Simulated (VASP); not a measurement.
Write the native input for VASP 6.6.1 that does the following.

* Task: relaxation of cell and atoms
* Functional: r2SCAN
* Potentials or basis: VASP PAW PBE potentials, release 64 (Ti_sv, Al)
* Cutoff: 600 eV
* k mesh: 10 × 10 × 10
* Occupations: gaussian, width 0.1 eV
* Spin: no spin polarisation
* Target pressure: 12 GPa
* Dipole correction: no
* Further INCAR settings: ALGO = Normal; EDIFF = 1e-07; IBRION = 2; EDIFFG = -0.008; NSW = 70; ISIF = 3

TiAl3:

```xyz
4
Lattice="3.8400 0.0000 0.0000 0.0000 3.8400 0.0000 0.0000 0.0000 3.8400" Properties=species:S:1:pos:R:3 pbc="T T T"
Ti    0.0000    0.0000    0.0000
Al    1.9200    1.9200    0.0000
Al    1.9200    0.0000    1.9200
Al    0.0000    1.9200    1.9200
```

One way to write it, as run:

POSCAR

```
TiAl3
1.0
    3.8399709476      0.0000000000      0.0000000000
    0.0000000000      3.8399709476      0.0000000000
    0.0000000000      0.0000000000      3.8399709476
Ti Al
1 3
Direct
    0.0000000000      0.0000000000      0.0000000000
    0.5000000000      0.5000000000      0.0000000000
    0.5000000000      0.0000000000      0.5000000000
    0.0000000000      0.5000000000      0.5000000000
```

INCAR.step1

```
SYSTEM = TiAl3
  ALGO = Normal
  EDIFF = 1E-4
  ENCUT = 600
  GGA = PE
  ISMEAR = 0
  LASPH = .True.
  LCHARG = .False.
  LREAL = .False.
  LWAVE = .True.
  NELM = 80
  PREC = Accurate
  SIGMA = 0.1
```

INCAR.step2

```
SYSTEM = TiAl3
  ALGO = Normal
  EDIFF = 1E-7
  EDIFFG = -0.008
  ENCUT = 600
  IBRION = 2
  ISIF = 3
  ISMEAR = 0
  ISTART = 1
  LASPH = .True.
  LCHARG = .False.
  LMIXTAU = .True.
  LREAL = .False.
  LWAVE = .False.
  METAGGA = R2SCAN
  NELM = 80
  NSW = 70
  PREC = Accurate
  PSTRESS = 120.0
  SIGMA = 0.1
```

KPOINTS

```
k-points
0
Gamma
  10 10 10
  0 0 0
```

Potentials or basis: VASP PAW PBE potentials, release 64 (Ti_sv, Al).

Launch:

```console
$ cat potpaw_PBE.64/Ti_sv/POTCAR potpaw_PBE.64/Al/POTCAR > POTCAR
$ cp INCAR.step1 INCAR
$ mpirun -np 1 vasp_std > vasp.out
$ cp INCAR.step2 INCAR
$ mpirun -np 1 vasp_std > vasp.out
```

Results of the run:

- Relaxed volume: 14.17 Å³/atom
- Relaxed cell: a = 3.842 Å, b = 3.842 Å, c = 3.842 Å, α = 90.00°, β = 90.00°, γ = 90.00°
- Space group after relaxing (to 0.1 Å): Pm-3m (No. 221)
- Energy change on relaxing (the run minimises the enthalpy): -1.5 meV/atom
- Ionic steps: 3
- Pressure after relaxing: 12.0 GPa
- Band gap on the k mesh: zero (an odd number of electrons rules out a gap without spin polarisation)

Caveat: the cell is relaxed towards a set pressure, so the run minimises the enthalpy, not the energy; the PAW data sets were made with another functional, which shifts forces and pressure a little.

It took 10 min on 1 thread of AMD EPYC 7R13, with other jobs on the host, peak memory 0.2 GiB.
